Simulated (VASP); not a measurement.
Crystal: Te2Mo.

```
Te Mo
1.0
     3.47065    0.00000    0.00000
    -1.73533    3.00567    0.00000
     0.00000    0.00000   13.78474
Te Mo
4 2
Cartesian
  1.7353 1.0019 5.2244
  0.0000 2.0038 12.1168
  1.7353 1.0019 1.6680
  0.0000 2.0038 8.5603
  1.7353 1.0019 10.3386
  0.0000 2.0038 3.4462
```

Base run:

```yaml
Program: VASP 6.6.1
Functional: PBE
Potentials_or_basis: VASP PAW PBE potentials, release 64 (Te, Mo_sv)
Cutoff: 520 eV
k_mesh: 9 × 9 × 2
Occupations: fermi-dirac, width 0.05 eV
Spin: no spin polarisation
```

Its results: band gap on the k mesh 0.75 eV, indirect (least direct gap 1.10 eV); pressure 7.7 GPa; largest force 0.796 eV/Å.

The run is repeated on the same cell with these changes: functional from PBE to revPBE; further incar settings from ALGO = Normal; EDIFF = 1e-07; NBANDS = 35 to ALGO = Normal; EDIFF = 1e-06; NBANDS = 35. What comes out?

Band gap on the k mesh 0.77 eV, indirect (least direct gap 1.10 eV); pressure 9.1 GPa; largest force 0.855 eV/Å.

Caveats: spin-orbit coupling is left out, which moves the levels of the heavy elements; this functional lacks dispersion, which binds the layers, so the pressure and a relaxed spacing across them are unreliable; the PAW data sets were made with another functional, which shifts forces and pressure a little (some runs).

A k mesh can miss the band edges.
